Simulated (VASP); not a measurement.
Set up this calculation in VASP 6.6.1, as the native input.

```
Task                   : single point
Functional             : r2SCAN
Potentials or basis    : VASP PAW PBE potentials, release 64 (N)
Cutoff                 : 520 eV
k mesh                 : 1 × 1 × 1
Occupations            : fermi-dirac, width 0.02 eV
Spin                   : no spin polarisation
Dipole correction      : no
Further INCAR settings : ALGO = Normal; EDIFF = 1e-07; NBANDS = 42
```

N:

```
N
1.0
     7.03385    0.00000    0.00000
     0.00000    7.03385    0.00000
     0.00000    0.00000    7.03385
N
12
Direct
  0.05609 0.60603 0.27655
  0.12943 0.65680 0.14916
  0.76958 0.19966 0.36699
  0.77060 0.16573 0.51872
  0.13192 0.30123 0.84937
  0.20185 0.34495 0.71773
  0.59908 0.63272 0.15568
  0.58430 0.51923 0.05031
  0.35258 0.87915 0.64745
  0.33207 0.92761 0.50109
  0.87762 0.73493 0.71431
  0.76507 0.65747 0.63998
```

The input as run:

POSCAR

```
N
1.0
    7.0338500000      0.0000000000      0.0000000000
    0.0000000000      7.0338500000      0.0000000000
    0.0000000000      0.0000000000      7.0338500000
N
12
Direct
    0.0560850032      0.6060295639      0.2765454614
    0.1294298543      0.6567992013      0.1491590027
    0.7695795615      0.1996605862      0.3669896674
    0.7706023755      0.1657281139      0.5187231763
    0.1319214050      0.3012335926      0.8493667302
    0.2018461856      0.3449543833      0.7177307637
    0.5990786167      0.6327216008      0.1556777190
    0.5842976575      0.5192338712      0.0503081428
    0.3525808741      0.8791485015      0.6474521906
    0.3320701931      0.9276062763      0.5010943859
    0.8776200350      0.7349254418      0.7143111190
    0.7650674386      0.6574695672      0.6399827410
```

INCAR.step1

```
ALGO = Normal
EDIFF = 1E-4
ENCUT = 520
GGA = PE
ISMEAR = -1
LASPH = T
LCHARG = F
LREAL = F
LWAVE = T
NBANDS = 42
NELM = 80
PREC = Accurate
SIGMA = 0.02
```

INCAR.step2

```
ALGO = Normal
EDIFF = 1E-7
ENCUT = 520
ISIF = 2
ISMEAR = -1
ISTART = 1
LASPH = T
LCHARG = F
LMIXTAU = T
LREAL = F
LWAVE = F
METAGGA = R2SCAN
NBANDS = 42
NELM = 80
PREC = Accurate
SIGMA = 0.02
```

KPOINTS

```
k-points
0
Gamma
  1 1 1
```

Potentials or basis: VASP PAW PBE potentials, release 64 (N).

Command:

```sh
$ cat potpaw_PBE.64/N/POTCAR > POTCAR
$ cp INCAR.step1 INCAR
$ mpirun -np 1 vasp_gam > vasp.out
$ cp INCAR.step2 INCAR
$ mpirun -np 1 vasp_gam > vasp.out
```

Results of the run:

The pressure is 2.1 GPa and the largest force is 2.424 eV/Å.

Caveat: the k points lie up to 0.89 Å⁻¹ apart; the standard files for N, O and F lose accuracy on very short bonds; the PAW data sets were made with another functional, which shifts forces and pressure a little.

It took 97 s on 1 thread of AMD EPYC 7R13 Processor (Zen 3), with other jobs on the host, peak memory 0.36 GiB.
